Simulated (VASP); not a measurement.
Crystal: HfBi3O.

```xyz
5
Lattice="4.9860 0.0000 0.0000 0.0000 4.9860 0.0000 0.0000 0.0000 4.9860" Properties=species:S:1:pos:R:3 pbc="T T T"
Hf    0.0000    0.0000    0.0000
Bi    2.4930    0.0000    2.4930
Bi    2.4930    2.4930    0.0000
Bi    0.0000    2.4930    2.4930
O     2.4930    2.4930    2.4930
```

The cell was built from a structure type or drawn by symmetry, and may not be a known phase.

```yaml
Program: VASP 6.6.1
Task: relaxation of cell and atoms
Functional: PBE
Potentials_or_basis: VASP PAW PBE potentials, release 64 (Hf_pv, Bi_d, O)
Cutoff: 600 eV
k_mesh: 8 × 8 × 8
Occupations: gaussian, width 0.1 eV
Spin: no spin polarisation
```

At the start: pressure -3.2 GPa; volume 24.79 Å³/atom.

Q: How do energy, volume and symmetry change on relaxing?

A: Over 3 steps the energy falls by 11.3 meV/atom and the volume is 23.72 Å³/atom (-4.3 %); space group Pm-3m (No. 221, to 0.1 Å) before and after.

Step by step:
```tsv
step	energy change (eV)	largest force (eV/Å)	pressure (GPa)	volume (Å³)
1	0.0000	0.0000	-3.23	123.95
2	-0.0310	0.0000	2.47	115.20
3	-0.0564	0.0000	-0.01	118.59
```

Final structure:
```xyz
5
Lattice="4.9130 0.0000 0.0000 0.0000 4.9130 0.0000 0.0000 0.0000 4.9130" Properties=species:S:1:pos:R:3 pbc="T T T"
Hf    0.0000    0.0000    0.0000
Bi    2.4565    0.0000    2.4565
Bi    2.4565    2.4565    0.0000
Bi    0.0000    2.4565    2.4565
O     2.4565    2.4565    2.4565
```

Caveat: an odd number of electrons without spin polarisation forces a metal; a magnetic or distorted state may lie lower.
